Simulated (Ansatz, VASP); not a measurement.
**Two plane-wave programs on Sc2GaN3**

```
Sc Ga N
1.0
     3.28363    0.00000    0.00000
    -1.64182    2.84371    0.00000
     0.00000    0.00000    8.34710
Sc Ga N
2 1 3
Direct
  0.33333 0.66667 0.14480
  0.66667 0.33333 0.85520
  0.00000 0.00000 0.50000
  0.00000 0.00000 0.00000
  0.33333 0.66667 0.37545
  0.66667 0.33333 0.62455
```

Alike in both runs: functional PBE; k mesh 4 × 4 × 2; occupations gaussian, width 0.15 eV; no spin polarisation.

Ansatz relaxed the structure, and its values are those at the end. VASP's run is a single point on that final structure, the one shown.

```csv
,VASP,Ansatz
version,VASP 6.6.1,Ansatz 0.2.0
potentials or method,"VASP PAW PBE potentials, release 64 (Sc_sv, Ga_d, N), cutoff 600 eV","scalar-relativistic, plane waves, PAW"
valence electrons in the cell,50,50
```

```tsv
	VASP	Ansatz	Ansatz less VASP
gap on the k mesh at the Fermi level (eV)	none	none	-
pressure (GPa)	0.6	0.0	-0.58
rms of the force components (eV/Å)	0.036	0.003	-0.0333
```

A gap of «none» marks a metal or a gap that the smearing closes. The functional is the same, so the differences come from potentials, cutoffs and numerics.

The k mesh is coarse, so the values compare programs but aren't converged.
